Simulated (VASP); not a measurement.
Input of a VASP 6.6.1 run:

File POSCAR:

```
AlN
1.0
    0.0000000000      2.1848764855      2.1848764855
    2.1848764855      0.0000000000      2.1848764855
    2.1848764855      2.1848764855      0.0000000000
Al N
1 1
Direct
    0.0000000000      0.0000000000      0.0000000000
    0.7500000000      0.7500000000      0.7500000000
```

The input INCAR.step1:

```
PREC = Accurate
ENCUT = 520
EDIFF = 1E-5
ISMEAR = 0
SIGMA = 0.01
LREAL = F
LASPH = T
NELM = 100
ALGO = Normal
ISIF = 2
LWAVE = T
LCHARG = F
GGA = PE
NBANDS = 11
```

INCAR.step2

```
PREC = Accurate
ENCUT = 520
EDIFF = 1E-7
ISMEAR = 0
SIGMA = 0.01
LREAL = F
LASPH = T
NELM = 100
ALGO = Normal
ISIF = 2
LWAVE = F
LCHARG = F
GGA = PE
LHFCALC = T
AEXX = 0.3
HFSCREEN = 0.1
PRECFOCK = Normal
ISTART = 1
NBANDS = 11
```

KPOINTS

```
Automatic mesh
0
Gamma
  4 4 4
```

Potentials or basis: VASP PAW PBE potentials, release 64 (Al, N).

Command:

```bash
$ cat potpaw_PBE.64/Al/POTCAR potpaw_PBE.64/N/POTCAR > POTCAR
$ cp INCAR.step1 INCAR
$ mpirun -np 1 vasp_std > vasp.out
$ cp INCAR.step2 INCAR
$ mpirun -np 1 vasp_std > vasp.out
```

**Question.** Predict the pressure.

**Answer.** -2.1 GPa.

**Question.** Predict the band gap on the k mesh.

**Answer.** 5.26 eV, indirect (least direct gap 6.30 eV).

Caveat: the k points lie up to 0.62 Å⁻¹ apart; the PAW data sets were made with another functional, which shifts forces and pressure a little. A k mesh can miss the band edges.
